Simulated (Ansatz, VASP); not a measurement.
One calculation of TiAl, two programs

The input POSCAR:

```
TiAl
1.0
    3.1392503092      0.0000000000      0.0000000000
    0.0000000000      3.1392503092      0.0000000000
    0.0000000000      0.0000000000      3.1392503092
Ti Al
1 1
Direct
    0.5000000000      0.5000000000      0.5000000000
    0.0000000000      0.0000000000      0.0000000000
```

File INCAR.step1:

```
SYSTEM = TiAl
PREC     = Accurate       ! precision mode
ENCUT    = 520            ! plane-wave cutoff, eV
ISMEAR   = 0              ! smearing method
SIGMA    = 0.1            ! smearing width, eV
LREAL    = .FALSE.        ! projectors in reciprocal space
LASPH    = .TRUE.         ! aspherical terms in the spheres
NELM     = 80             ! most SCF steps
NBANDS   = 14             ! bands
GGA      = PE             ! functional
ALGO     = Normal         ! electronic algorithm
EDIFF    = 1E-4           ! SCF threshold, eV
LWAVE    = .TRUE.         ! write WAVECAR
LCHARG   = .FALSE.        ! write CHGCAR
```

Contents of INCAR.step2:

```
SYSTEM = TiAl
PREC     = Accurate       ! precision mode
ENCUT    = 520            ! plane-wave cutoff, eV
EDIFF    = 1E-7           ! SCF threshold, eV
ISMEAR   = 0              ! smearing method
SIGMA    = 0.1            ! smearing width, eV
LREAL    = .FALSE.        ! projectors in reciprocal space
LASPH    = .TRUE.         ! aspherical terms in the spheres
NELM     = 80             ! most SCF steps
ALGO     = Normal         ! electronic algorithm
ISIF     = 2              ! what is computed and relaxed
LWAVE    = .FALSE.        ! write WAVECAR
LCHARG   = .FALSE.        ! write CHGCAR
METAGGA  = R2SCAN         ! meta-GGA
LMIXTAU  = .TRUE.       
NBANDS   = 14             ! bands
ISTART   = 1
```

The input KPOINTS:

```
Automatic mesh
0
G
  14 14 14
  0 0 0
```

Input for Ansatz:

```yaml
crystal:
  lattice:
    - [3.1392503092, 0.0, 0.0]
    - [0.0, 3.1392503092, 0.0]
    - [0.0, 0.0, 3.1392503092]
  atoms:
    - { symbol: Ti, position: [0.5, 0.5, 0.5] }
    - { symbol: Al, position: [0.0, 0.0, 0.0] }
basis:
  ecutwfc: 500
kpoints:
  mp_grid: { grid: [14, 14, 14] }
hamiltonian:
  xc: r2scan
scf:
  occupations: { method: gaussian, width: 0.1 }
output:
  forces: true
  stress: true
  eigenvalues: true
```

Alike in both runs: task single point; functional r2SCAN; k mesh 14 × 14 × 14; occupations gaussian, width 0.1 eV; no spin polarisation.

```csv
,VASP,Ansatz
version,VASP 6.6.1,Ansatz 0.2.0
potentials or method,"VASP PAW PBE potentials, release 64 (Ti_sv, Al), cutoff 520 eV","scalar-relativistic, plane waves, PAW"
valence electrons in the cell,15,15
```

VASP gave:

* gap on the k mesh at the Fermi level (eV): none
* pressure (GPa): 4.0

Problem. Estimate Ansatz's values.

Solution. gap on the k mesh at the Fermi level (eV): none; pressure (GPa): 3.9.

VASP's potentials were made for PBE, not for r2SCAN. A gap of «none» marks a metal or a gap that the smearing closes.
